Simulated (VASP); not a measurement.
Write the native input for VASP 6.6.1 that does the following.

```yaml
Task: relaxation of cell and atoms
Functional: PBE
Potentials_or_basis: VASP PAW PBE potentials, release 64 (Nb_sv)
Cutoff: 600 eV
k_mesh: 15 × 15 × 15
Occupations: fermi-dirac, width 0.08 eV
Spin: no spin polarisation
Target_pressure: 28 GPa
Dipole_correction: no
Further_INCAR_settings: ALGO = Normal; EDIFF = 1e-06; IBRION = 2; EDIFFG = -0.005; NSW = 60; ISIF = 3
```

The structure of Nb lies in POSCAR:

```
Nb
1.0
    2.5926475216      0.0000000000      0.0000000000
    0.0000000000      2.5926475216      0.0000000000
    0.0000000000      0.0000000000      2.5926475216
Nb
1
Direct
    0.0000000000      0.0000000000      0.0000000000
```

One way to write it, as run:

INCAR

```
SYSTEM = Nb
PREC = Accurate ; ENCUT = 600
EDIFF = 1E-6 ; ISMEAR = -1
SIGMA = 0.08 ; LREAL = .False.
LASPH = .True. ; NELM = 80
ALGO = Normal ; ISIF = 3
LWAVE = .False. ; LCHARG = .False.
GGA = PE ; IBRION = 2
NSW = 60 ; EDIFFG = -0.005
PSTRESS = 280.0
```

KPOINTS

```
regular mesh
0
Gamma
  15 15 15
  0 0 0
```

Potentials or basis: VASP PAW PBE potentials, release 64 (Nb_sv).

Launch:

```console
$ cat potpaw_PBE.64/Nb_sv/POTCAR > POTCAR
$ mpirun -np 1 vasp_std > vasp.out
```

It gave:

```yaml
Relaxed_volume: 17.13 Å³/atom
Relaxed_cell: a = 2.578 Å, b = 2.578 Å, c = 2.578 Å, α = 90.00°, β = 90.00°, γ = 90.00°
Space_group_after_relaxing_to_0.05_Å: Pm-3m (No. 221)
Energy_change_on_relaxing_the_enthalpy_is_what_falls: +48.1 meV/atom
Ionic_steps: 7
Pressure_after_relaxing: 28.0 GPa
```

Caveat: the cell is relaxed towards a set pressure, so the enthalpy falls and the energy may rise.

Wall time 94 s on 1 thread of Intel(R) Xeon(R) Platinum 8259CL CPU @ 2.50GHz (Skylake/Cascade Lake) (shared host), peak memory 0.16 GiB.
